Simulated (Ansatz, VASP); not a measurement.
## Sr in VASP and in Ansatz

```
Sr
1.0
    -2.35225    2.35225    2.38863
     2.35225   -2.35225    2.38863
     2.35225    2.35225   -2.38863
Sr
1
Direct
  0.00000 0.00000 0.00000
```

Change from the starting cell: strain -0.030 along x and y, -0.015 along z, atoms carried along.

Alike in both runs: task single point; functional LDA; k mesh 14 × 14 × 14; occupations gaussian, width 0.15 eV; no spin polarisation.

```csv
,VASP,Ansatz
version,VASP 6.6.1,Ansatz 0.2.0
potentials or method,"VASP PAW LDA potentials, release 64 (Sr_sv), cutoff 520 eV","scalar-relativistic, plane waves, PAW"
valence electrons in the cell,10,10
```

```csv
,VASP,Ansatz,Ansatz less VASP
gap on the k mesh at the Fermi level (eV),none,none,-
pressure (GPa),-1.2,-1.2,+0.02
```

LDA's correlation is that of Perdew and Zunger in VASP and of Perdew and Wang (1992) in Ansatz. A gap of «none» marks a metal or a gap that the smearing closes.
